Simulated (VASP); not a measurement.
# Nb3Cl8 (P-3m1) in VASP: further runs

Runs on Nb3Cl8. Level: LDA. Tasks: single point.

Everything below comes from runs of VASP 6.6.1. Logs are shortened: lines on timing, memory, paths and dates and some standing lists are left out, and cuts for length are marked.

### 1 The cell of the first run

Symmetry: P-3m1, No. 164, trigonal system. Conventional cell: a = 6.622 Å, b = 6.622 Å, c = 11.926 Å, α = 90.00°, β = 90.00°, γ = 120.00°. Nb (site symmetry m) has 6 Cl at 2.40 to 2.58 Å and 2 Nb at 2.78 Å within 3.2 Å. Within 3.2 Å of Cl (site symmetry 3m) lie 3 Nb at 2.40 Å. Cl (site symmetry 3m) has 3 Nb at 2.58 Å and 9 Cl at 3.29 to 3.32 Å within 3.4 Å. Cl (site symmetry m) has 4 Nb at 2.48 to 3.90 Å and 12 Cl at 3.25 to 3.71 Å within 3.9 Å. Cl (site symmetry m) has 2 Nb at 2.40 Å and 11 Cl at 3.30 to 3.65 Å within 3.7 Å.

### 2 Single point, LDA

Input file INCAR:

```
PREC = Accurate ; ENCUT = 520
EDIFF = 1E-6 ; ISMEAR = 0
SIGMA = 0.1 ; LREAL = Auto
LASPH = True ; NELM = 100
ALGO = Normal ; ISIF = 2
LWAVE = False ; LCHARG = False
GGA = CA ; NBANDS = 112
```

Input file KPOINTS:

```
Automatic mesh
0
Gamma
  3 3 2
```

Input file POSCAR:

```
Nb3Cl8
1.0
    6.6222621956      0.0000000000      0.0000000000
   -3.3111310978      5.7350472920      0.0000000000
    0.0000000000      0.0000000000     11.9263289699
Nb Cl
6 16
Direct
    0.5267542532      0.0535085065      0.2459636685
    0.9464914935      0.4732457468      0.2459636685
    0.5267542532      0.4732457468      0.2459636685
    0.4732457468      0.9464914935      0.7540363315
    0.4732457468      0.5267542532      0.7540363315
    0.0535085065      0.5267542532      0.7540363315
    0.6666666667      0.3333333333      0.0962581679
    0.3333333333      0.6666666667      0.9037418321
    0.3333333333      0.6666666667      0.3569045042
    0.6666666667      0.3333333333      0.6430954958
    0.6729218452      0.8364609226      0.1340753849
    0.1635390774      0.8364609226      0.1340753849
    0.1635390774      0.3270781548      0.1340753849
    0.8364609226      0.1635390774      0.8659246151
    0.3270781548      0.1635390774      0.8659246151
    0.8364609226      0.6729218452      0.8659246151
    0.3349479825      0.1674739913      0.3817172571
    0.8325260087      0.1674739913      0.3817172571
    0.8325260087      0.6650520175      0.3817172571
    0.1674739913      0.8325260087      0.6182827429
    0.6650520175      0.8325260087      0.6182827429
    0.1674739913      0.3349479825      0.6182827429
```

Potentials or basis: VASP PAW LDA potentials, release 64 (Nb_sv, Cl).

On the command line:

```console
$ cat potpaw_LDA.64/Nb_sv/POTCAR potpaw_LDA.64/Cl/POTCAR > POTCAR
$ mpirun -np 1 vasp_std > vasp.out
```

OUTCAR:

```text
PREC = Accurate
   ENCUT = 520
   EDIFF = 1E-6
   ISMEAR = 0
   LREAL = Auto
   LASPH = True
   NELM = 100
   ISIF = 2
   GGA = CA

 ion  position               nearest neighbor table
   1  0.527  0.054  0.246-  17 2.40  18 2.40   7 2.40  12 2.48  11 2.48   9 2.58   2 2.78   3 2.78

   2  0.946  0.473  0.246-  19 2.40  18 2.40   7 2.40  12 2.48  13 2.48   9 2.58   3 2.78   1 2.78

   3  0.527  0.473  0.246-  19 2.40  17 2.40   7 2.40  13 2.48  11 2.48   9 2.58   2 2.78   1 2.78
[... 9 lines left out ...]
   9  0.333  0.667  0.357-   2 2.58   3 2.58   1 2.58
  10  0.667  0.333  0.643-   5 2.58   6 2.58   4 2.58
  11  0.673  0.836  0.134-   3 2.48   1 2.48
  12  0.164  0.836  0.134-   1 2.48   2 2.48
  13  0.164  0.327  0.134-   3 2.48   2 2.48
  14  0.836  0.164  0.866-   4 2.48   6 2.48
  15  0.327  0.164  0.866-   5 2.48   4 2.48
  16  0.836  0.673  0.866-   5 2.48   6 2.48
  17  0.335  0.167  0.382-   1 2.40   3 2.40
  18  0.833  0.167  0.382-   1 2.40   2 2.40
  19  0.833  0.665  0.382-   2 2.40   3 2.40
  20  0.167  0.833  0.618-   4 2.40   6 2.40
  21  0.665  0.833  0.618-   4 2.40   5 2.40
  22  0.167  0.335  0.618-   6 2.40   5 2.40

  LATTYP: Found a hexagonal cell.
 ALAT       =     6.6222621956
 C/A-ratio  =     1.8009448460

  Lattice vectors:

 A1 = (   6.6222621956,   0.0000000000,   0.0000000000)
 A2 = (  -3.3111310978,   5.7350472920,   0.0000000000)
 A3 = (   0.0000000000,   0.0000000000,  11.9263289699)

Analysis of symmetry for initial positions (statically):
=====================================================================
 Subroutine PRICEL returns:
 Original cell was already a primitive cell.

 Routine SETGRP: Setting up the symmetry group for a
 hexagonal supercell.

 Subroutine GETGRP returns: Found 12 space group operations
 (whereof 12 operations were pure point group operations)
 out of a pool of 24 trial point group operations.

The static configuration has the point symmetry D_3d.

Analysis of symmetry for dynamics (positions and initial velocities):
=====================================================================
 Subroutine PRICEL returns:
 Original cell was already a primitive cell.

 Routine SETGRP: Setting up the symmetry group for a
 hexagonal supercell.

 Subroutine GETGRP returns: Found 12 space group operations
 (whereof 12 operations were pure point group operations)
 out of a pool of 24 trial point group operations.

The dynamic configuration has the point symmetry D_3d.
[... 124 lines left out ...]
   IBRION =     -1    ionic relax: 0-MD 1-quasi-New 2-CG
   NFREE  =      0    steps in history (QN), initial steepest desc. (CG)
   ISIF   =      2    stress and relaxation
   ISYM   =      2    0-nonsym 1-usesym 2-fastsym
   POTIM  = 0.5000    time-step for ionic-motion
   TEBEG  =    0.0;   TEEND  =   0.0 temperature during run
   PSTRESS=    0.0 pullay stress
   NELECT =     190.0000    total number of electrons
   NUPDOWN=      -1.0000    fix difference up-down
   EMIN   =  10.00;   EMAX   =-10.00  energy-range for DOS
   EFERMI =   0.00;   METHOD = LEGACY
   ISMEAR =     0;   SIGMA  =   0.10  broadening in eV -4-tet -1-fermi 0-gaus
   EFERMI_NEDOS =   21; number of points for ismear=-14 and -15
   IALGO  =     38    algorithm
   IMIX   =      4    mixing-type and parameters
     AMIX     =   0.40;   BMIX     =  1.00
     AMIX_MAG =   1.60;   BMIX_MAG =  1.00
  volume/ion in A,a.u.               =      20.59       138.94
  Fermi-wavevector in a.u.,A,eV,Ry     =   1.225489  2.315838 20.433536  1.501823
  Thomas-Fermi vector in A             =   2.360525
   LORBIT       =      0    0 simple, 1 ext, 2 COOP (PROOUT), +10 PAW based schemes
   GGA     = CA    functional components
   LHFCALC =     F    Hartree Fock is set to
   AEXX    =    0.0000 exact exchange contribution
   IVDW    =     0    specifies the selected vdW correction
   LEPSILON=     F    determine dielectric tensor
   LRPA    =     F    only Hartree local field effects (RPA)
 non-spin polarized calculation
 Gauss-broadening in eV      SIGMA  =   0.10
  energy-cutoff  :      520.00
  volume of cell :      452.95
 maximum number of plane-waves:     12224
 NGX is ok and might be reduce to    50
   NGX = 25   NGY = 25   NGZ = 45

 number of electron     190.0000015 magnetization

 Free energy of the ion-electron system (eV)
  ---------------------------------------------------
  ext. energy  EPLUGINS =         0.00000000
  ---------------------------------------------------
  free energy    TOTEN  =      -134.17040159 eV

  energy without entropy =     -134.08152523  energy(sigma->0) =     -134.12596341

 E-fermi :   6.0468     XC(G=0): -10.2771

 val. band max:        6.0369457006   @ k =   0.3333   0.3333   0.5000
 cond. band min:       6.0498205834   @ k =   0.0000   0.0000   0.0000
 fundamental gap:      0.0128748828
 Fermi energy:         6.0467512460

 k-point     1 :       0.0000    0.0000    0.0000
  band No.  band energies     occupation
      1     -49.5402      2.00000
      2     -49.5402      2.00000
      3     -49.4232      2.00000
      4     -49.4232      2.00000
      5     -49.4232      2.00000
      6     -49.4232      2.00000
[... 649 lines left out ...]
    106       7.8991      0.00000
    107       7.9961      0.00000
 [bands above 107 left out]

------------------------ aborting loop because EDIFF is reached ----------------------------------------

  FORCE on cell =-STRESS in cart. coord.  units (eV):
  Direction    XX          YY          ZZ          XY          YZ          ZX
  --------------------------------------------------------------------------------------
  -------------------------------------------------------------------------------------
  Total       -0.4273803     -0.4273803     -0.3536251      0.0000000      0.0000000      0.0000000
  in kB       -1.5117324     -1.5117324     -1.2508450      0.0000000      0.0000000      0.0000000
  external PRESSURE =      -1.4247699 kB  Pullay stress =       0.0000000 kB

 VOLUME and BASIS-vectors are now :
 -----------------------------------------------------------------------------
  energy-cutoff  :      520.00
  volume of cell :      452.95
      direct lattice vectors                 reciprocal lattice vectors
     6.622262196  0.000000000  0.000000000     0.151005800  0.087183239  0.000000000
    -3.311131098  5.735047292  0.000000000     0.000000000  0.174366478  0.000000000
     0.000000000  0.000000000 11.926328970     0.000000000  0.000000000  0.083848098

 POSITION                                       TOTAL-FORCE (eV/Angst)
 -----------------------------------------------------------------------------------
      3.31113      0.30687      2.93344        -0.000000      0.003645      0.007129
      4.70094      2.71409      2.93344        -0.003157     -0.001823      0.007129
      1.92133      2.71409      2.93344         0.003157     -0.001823      0.007129
      0.00000      5.42817      8.99289        -0.000000     -0.003645     -0.007129
      1.38981      3.02096      8.99289        -0.003157      0.001823     -0.007129
     -1.38981      3.02096      8.99289         0.003157      0.001823     -0.007129
[... 14 lines left out ...]
      1.64755      4.77458      7.37384        -0.007348     -0.004242      0.012651
      0.00000      1.92094      7.37384        -0.000000      0.008485      0.012651
 -----------------------------------------------------------------------------------
    total drift:                               -0.000000     -0.000000     -0.000000

  FREE ENERGIE OF THE ION-ELECTRON SYSTEM (eV)
  ---------------------------------------------------
  free  energy   TOTEN  =      -134.1704015894 eV

  energy  without entropy=     -134.0815252254  energy(sigma->0) =     -134.12596341
```

stdout:

```text
POSCAR found type information on POSCAR NbCl
 POSCAR found :  2 types and      22 ions
 scaLAPACK will be used
 LDA part: xc-table for (Slater(with rela. corr.)+CA(PZ))
 , standard interpolation
 POSCAR, INCAR and KPOINTS ok, starting setup
 FFT: planning ... GRIDC
 FFT: planning ... GRID_SOFT
 FFT: planning ... GRID
 WAVECAR not read
 entering main loop
```

It took 8.6 min on 1 thread of Intel Xeon Platinum 8259CL at 2.50GHz (Skylake/Cascade Lake), shared host; peak memory 0.47 GiB.

Results:

```
Free energy            : -134.1704 eV
Pressure               : -0.1 GPa
Largest force          : 0.016 eV/Å
Band gap on the k mesh : zero (bands 95 and 96 overlap by 0.16 eV)
```

Forces on the atoms (eV/Å):
```
Nb   0.000  0.004  0.007
Nb  -0.003 -0.002  0.007
Nb   0.003 -0.002  0.007
Nb   0.000 -0.004 -0.007
Nb  -0.003  0.002 -0.007
Nb   0.003  0.002 -0.007
Cl   0.000  0.000 -0.016
Cl   0.000  0.000  0.016
Cl   0.000  0.000  0.010
Cl   0.000  0.000 -0.010
Cl  -0.006 -0.003  0.008
Cl   0.006 -0.003  0.008
Cl   0.000  0.007  0.008
Cl  -0.006  0.003 -0.008
Cl   0.006  0.003 -0.008
Cl   0.000 -0.007 -0.008
Cl   0.007  0.004 -0.013
Cl  -0.007  0.004 -0.013
Cl   0.000 -0.008 -0.013
Cl   0.007 -0.004  0.013
Cl  -0.007 -0.004  0.013
Cl   0.000  0.008  0.013
```

Caveat: the k points lie up to 0.37 Å⁻¹ apart.

### 3 Single point, LDA

This run uses another cell than the first one, of 23.25 Å³/atom.

Input file INCAR:

```
  PREC = Accurate
  ENCUT = 520
  EDIFF = 1E-7
  ISMEAR = 0
  SIGMA = 0.1
  LREAL = Auto
  LASPH = True
  NELM = 100
  ALGO = Normal
  ISIF = 2
  LWAVE = False
  LCHARG = False
  NBANDS = 112
```

Input file KPOINTS:

```
regular mesh
0
Gamma
  3 3 2
```

Input file POSCAR:

```
Nb3Cl8
1.0
    6.8012990154      0.0000000000      0.0000000000
   -3.4006495077      5.8900977261      0.0000000000
    0.0000000000      0.0000000000     12.7679296384
Nb Cl
6 16
Direct
    0.5288938100      0.0577876200      0.2457612000
    0.9422123800      0.4711061900      0.2457612000
    0.5288938100      0.4711061900      0.2457612000
    0.4711061900      0.9422123800      0.7542388000
    0.4711061900      0.5288938100      0.7542388000
    0.0577876200      0.5288938100      0.7542388000
    0.6666666700      0.3333333300      0.1007815700
    0.3333333300      0.6666666700      0.8992184300
    0.3333333300      0.6666666700      0.3515365400
    0.6666666700      0.3333333300      0.6484634600
    0.6699099300      0.8349549700      0.1396830600
    0.1650450300      0.8349549700      0.1396830600
    0.1650450300      0.3300900700      0.1396830600
    0.8349549700      0.1650450300      0.8603169400
    0.3300900700      0.1650450300      0.8603169400
    0.8349549700      0.6699099300      0.8603169400
    0.3368960600      0.1684480300      0.3752418400
    0.8315519700      0.1684480300      0.3752418400
    0.8315519700      0.6631039400      0.3752418400
    0.1684480300      0.8315519700      0.6247581600
    0.6631039400      0.8315519700      0.6247581600
    0.1684480300      0.3368960600      0.6247581600
```

Potentials or basis: VASP PAW LDA potentials, release 64 (Nb_sv, Cl).

On the command line:

```console
$ cat potpaw_LDA.64/Nb_sv/POTCAR potpaw_LDA.64/Cl/POTCAR > POTCAR
$ mpirun -np 1 vasp_std > vasp.out
```

It took 12 min on 1 thread of Intel Xeon Platinum 8259CL at 2.50GHz (Skylake/Cascade Lake), shared host; peak memory 0.53 GiB.

Results (log left out):

| Property | Result |
| --- | --- |
| Free energy | -133.3664 eV |
| Pressure | -5.7 GPa |
| Largest force | 0.962 eV/Å |
| Band gap on the k mesh | zero (bands 95 and 96 overlap by 0.14 eV) |

Forces on the atoms (eV/Å):
```
Nb   0.000 -0.056 -0.004
Nb   0.048  0.028 -0.004
Nb  -0.048  0.028 -0.004
Nb   0.000  0.056  0.004
Nb   0.048 -0.028  0.004
Nb  -0.048 -0.028  0.004
Cl   0.000  0.000  0.962
Cl   0.000  0.000 -0.962
Cl   0.000  0.000 -0.492
Cl   0.000  0.000  0.492
Cl  -0.192 -0.111  0.435
Cl   0.192 -0.111  0.435
Cl   0.000  0.222  0.435
Cl  -0.192  0.111 -0.435
Cl   0.192  0.111 -0.435
Cl   0.000 -0.222 -0.435
Cl   0.350  0.202 -0.592
Cl  -0.350  0.202 -0.592
Cl   0.000 -0.404 -0.592
Cl   0.350 -0.202  0.592
Cl  -0.350 -0.202  0.592
Cl   0.000  0.404  0.592
```

Stress tensor (GPa, compression positive):
```
-5.81  0.00  0.00
 0.00 -5.81  0.00
 0.00  0.00 -5.63
```

Levels at points of the mesh, in eV from the Fermi level:
```
           k point  band 91  band 92  band 93  band 94  band 95  band 96  band 97  band 98  band 99  band 100
(0.00, 0.00, 0.00)    -1.17    -1.17    -1.10    -1.10     0.02     0.23     0.89     0.89     0.89      0.89
(0.00, 0.00, 0.50)    -1.15    -1.15    -1.11    -1.11     0.13     0.16     0.89     0.89     0.89      0.89
```

Caveat: the cell stands under tension.
